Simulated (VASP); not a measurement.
Here is a VASP 6.6.1 calculation.

The input INCAR:

```
PREC = Accurate
ENCUT = 520
EDIFF = 1E-7
ISMEAR = 0
SIGMA = 0.05
LREAL = False
LASPH = True
NELM = 60
ALGO = Normal
ISIF = 2
LWAVE = False
LCHARG = False
GGA = PE
NBANDS = 26
```

The input KPOINTS:

```
Automatic mesh
0
Gamma
  12 12 6
```

Contents of POSCAR:

```
GaN
1.0
    3.2068500005      0.0100504423      0.0288067415
   -1.5947210620      2.7864474049     -0.0164350638
    0.0469280592     -0.0038217821      5.1652477655
Ga N
2 2
Direct
    0.3158331238      0.6533302582      0.9995462944
    0.6370216370      0.3170419038      0.4935122827
    0.3657065805      0.6846243004      0.3807642396
    0.6814386588      0.3450035375      0.8761771833
```

Potentials or basis: VASP PAW PBE potentials, release 64 (Ga_d, N).

Command:

```bash
$ cat potpaw_PBE.64/Ga_d/POTCAR potpaw_PBE.64/N/POTCAR > POTCAR
$ mpirun -np 1 vasp_std > vasp.out
```

(1) Estimate the pressure.

(2) Predict the largest force.

## Answers

(1) 4.7 GPa.

(2) 1.868 eV/Å.

Caveat: the cell differs from its parent crystal (atoms moved at random and the cell strained at random); the cell stands under pressure; forces of over 1 eV/Å act on the atoms, so gaps and moduli don't describe the material at rest.
